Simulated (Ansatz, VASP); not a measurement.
# One calculation of SnO, two programs

INCAR

```
SYSTEM = SnO
PREC = Accurate ; ENCUT = 1000
EDIFF = 1E-8 ; ISMEAR = -1
SIGMA = 0.02 ; LREAL = .FALSE.
LASPH = .TRUE. ; NELM = 120
ALGO = Normal ; ISIF = 2
LWAVE = .FALSE. ; LCHARG = .FALSE.
GGA = CA ; LEFG = .TRUE.
NBANDS = 28 ; GGA_COMPAT = .FALSE.
```

Contents of KPOINTS:

```
Automatic mesh
0
G
  6 6 5
  0 0 0
```

Contents of POSCAR:

```
SnO
1.0
    3.8020000000     -0.0380200000     -0.0380200000
   -0.0380200000      3.8020000000     -0.0380200000
   -0.0483600000     -0.0483600000      4.8360000000
Sn O
2 2
Direct
    0.0000000000      0.5000000000      0.2385000000
    0.5000000000      0.0000000000      0.7615000000
    0.0000000000      0.0000000000      0.0000000000
    0.5000000000      0.5000000000      0.0000000000
```

Input for Ansatz:

```yaml
crystal:
  lattice:
    - [3.802, -0.03802, -0.03802]
    - [-0.03802, 3.802, -0.03802]
    - [-0.04836, -0.04836, 4.836]
  atoms:
    - { symbol: Sn, position: [0.0, 0.5, 0.2385] }
    - { symbol: Sn, position: [0.5, 0.0, 0.7615] }
    - { symbol: O, position: [0.0, 0.0, 0.0] }
    - { symbol: O, position: [0.5, 0.5, 0.0] }
kpoints:
  mp_grid: { grid: [6, 6, 5] }
scf:
  occupations: { method: fermi_dirac, width: 0.02 }
hamiltonian:
  xc: lda
  pseudopotentials: { kind: paw }
output:
  forces: true
  stress: true
  eigenvalues: true
  efg: { contact_densities: true }
  write_density: true
  write_potential: true
  elf: true
  volumetric_format: npy
```

Change from the starting cell: equal xy, yz and zx shear strains of -2 %, PAW files.

Alike in both runs: task electric field gradients; functional LDA; k mesh 6 × 6 × 5; occupations fermi-dirac, width 0.02 eV; no spin polarisation.

```csv
,VASP,Ansatz
version,VASP 6.6.1,Ansatz 0.2.0
potentials or method,"VASP PAW LDA potentials, release 64 (Sn_d, O_h)","PAW with Ansatz's default frozen-core files, scalar-relativistic"
plane-wave cutoff (eV),1000,420
valence electrons in the cell,40,40
```

|  | VASP | Ansatz | Ansatz less VASP |
| --- | --- | --- | --- |
| rms of the force components (eV/Å) | 0.095 | 0.122 | +0.0272 |
| size of Vzz on the site where it differs most (V/Å²) | 167.0 | 172.5 | +5.43 |

LDA's correlation is that of Perdew and Zunger in VASP and of Perdew and Wang (1992) in Ansatz. Atom by atom the forces differ by 0.041 eV/Å (rms over components).
